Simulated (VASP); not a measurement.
Al3H2: single point with PBE

Al3H2:

```xyz
5
Lattice="2.9611 0.0000 0.0000 -1.4806 2.5644 0.0000 0.0000 0.0000 7.4017" Properties=species:S:1:pos:R:3 pbc="T T T"
Al    0.0000    0.0000    0.0000
Al    0.0000    1.7096    2.5871
Al    1.4806    0.8548    4.8146
H     0.0000    1.7096    6.5895
H     1.4806    0.8548    0.8122
```

This cell differs from its parent crystal: atoms taken out.

```yaml
Program: VASP 6.6.1
Task: single point
Functional: PBE
Potentials_or_basis: VASP PAW PBE potentials, release 64 (Al, H)
Cutoff: 520 eV
k_mesh: 12 × 12 × 4
Occupations: gaussian, width 0.1 eV
Spin: no spin polarisation
```

The pressure is -0.1 GPa. The band gap on the k mesh is zero (an odd number of electrons rules out a gap without spin polarisation).

Levels at points of the mesh, in eV from the Fermi level:
```csv
k point,band 3,band 4,band 5,band 6,band 7,band 8,band 9,band 10
"(0.00, 0.00, 0.00)",-8.94,-2.24,-0.72,6.19,9.13,9.13,9.37,9.43
"(0.50, 0.00, 0.00)",-4.02,-3.94,-2.88,-2.78,2.43,3.68,4.36,4.45
"(0.00, 0.00, 0.50)",-6.53,-5.29,2.57,5.17,8.00,9.37,9.48,9.48
"(0.50, 0.00, 0.50)",-4.70,-4.53,-1.86,-0.48,0.52,0.58,4.50,4.68
```

Wall time 17 s on 1 thread of Intel(R) Xeon(R) 6975P-C (Granite Rapids) (shared host), peak memory 0.19 GiB.

Caveat: the cell differs from its parent crystal (atoms taken out).
